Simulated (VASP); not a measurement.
Set up this calculation in VASP 6.6.1, as the native input.

```
Task                   : single point
Functional             : LDA
Potentials or basis    : VASP PAW LDA potentials, release 64 (Ir)
Cutoff                 : 520 eV
k mesh                 : 10 × 10 × 10
Occupations            : fermi-dirac, width 0.1 eV
Spin                   : no spin polarisation
Dipole correction      : no
Further INCAR settings : ALGO = Normal; EDIFF = 1e-06; NBANDS = 10
```

The structure of Ir lies in POSCAR:

```
Ir
1.0
    3.0040000000      0.0000000000      0.0000000000
    0.0000000000      3.0040000000      0.0000000000
    0.0000000000      0.0000000000      3.0040000000
Ir
1
Direct
    0.5000000000      0.5000000000      0.5000000000
```

The input as run:

INCAR

```
PREC = Accurate
ENCUT = 520
EDIFF = 1E-6
ISMEAR = -1
SIGMA = 0.1
LREAL = False
LASPH = True
NELM = 60
ALGO = Normal
ISIF = 2
LWAVE = False
LCHARG = False
NBANDS = 10
```

KPOINTS

```
regular mesh
0
Gamma
  10 10 10
```

Potentials or basis: VASP PAW LDA potentials, release 64 (Ir).

The run is started by

```console
$ cat potpaw_LDA.64/Ir/POTCAR > POTCAR
$ mpirun -np 1 vasp_std > vasp.out
```

Results of the run:

* Pressure: -38.9 GPa

Run time: 8.8 s on 1 thread of Intel(R) Xeon(R) Platinum 8488C (Sapphire Rapids), on a shared host, peak memory 0.13 GiB.
